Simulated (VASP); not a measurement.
Input of a VASP 6.6.1 run:

INCAR

```
SYSTEM = FeRuC4N4
ALGO = Normal ; EDIFF = 1E-7
ENCUT = 520 ; GGA = PE
ISIF = 2 ; ISMEAR = 0
ISPIN = 2 ; LASPH = .TRUE.
LCHARG = .TRUE. ; LELF = .TRUE.
LMAXMIX = 4 ; LORBIT = 11
LREAL = .FALSE. ; LVHAR = .TRUE.
LWAVE = .FALSE. ; MAGMOM = 4 1 0 0 0 0 0 0 0 0
NBANDS = 44 ; NELM = 150
PREC = Accurate ; SIGMA = 0.1
```

File KPOINTS:

```
k-points
0
G
  4 4 4
  0 0 0
```

The input POSCAR:

```
FeRuC4N4
1.0
    5.8041477684      0.0000000000      0.0000000000
    0.0000000000      5.8041477684      0.0000000000
    0.0000000000      0.0000000000      5.8041477684
Fe Ru C N
1 1 4 4
Direct
    0.5000000000      0.5000000000      0.5000000000
    0.0000000000      0.0000000000      0.0000000000
    0.1926927517      0.1926927517      0.1926927517
    0.1926927517      0.8073072483      0.8073072483
    0.8073072483      0.1926927517      0.8073072483
    0.8073072483      0.8073072483      0.1926927517
    0.3107208460      0.3107208460      0.3107208460
    0.3107208460      0.6892791540      0.6892791540
    0.6892791540      0.3107208460      0.6892791540
    0.6892791540      0.6892791540      0.3107208460
```

Potentials or basis: VASP PAW PBE potentials, release 64 (Fe, Ru_pv, C, N).

The run is started by

```sh
$ cat potpaw_PBE.64/Fe/POTCAR potpaw_PBE.64/Ru_pv/POTCAR potpaw_PBE.64/C/POTCAR potpaw_PBE.64/N/POTCAR > POTCAR
$ mpirun -np 1 vasp_std > vasp.out
```

(1) Predict the net moment.

(2) Predict the site moments.

(3) Predict the pressure.

(4) Predict the band gap on the k mesh.

Answers

(1) 2.00 μB per cell.

(2) Fe +3.32; Ru -0.74; C +0.01; N -0.05 μB.

(3) 0.2 GPa.

(4) 0.13 eV.

Caveat: a cell with one magnetic atom can't hold antiferromagnetic order, which such compounds often take.
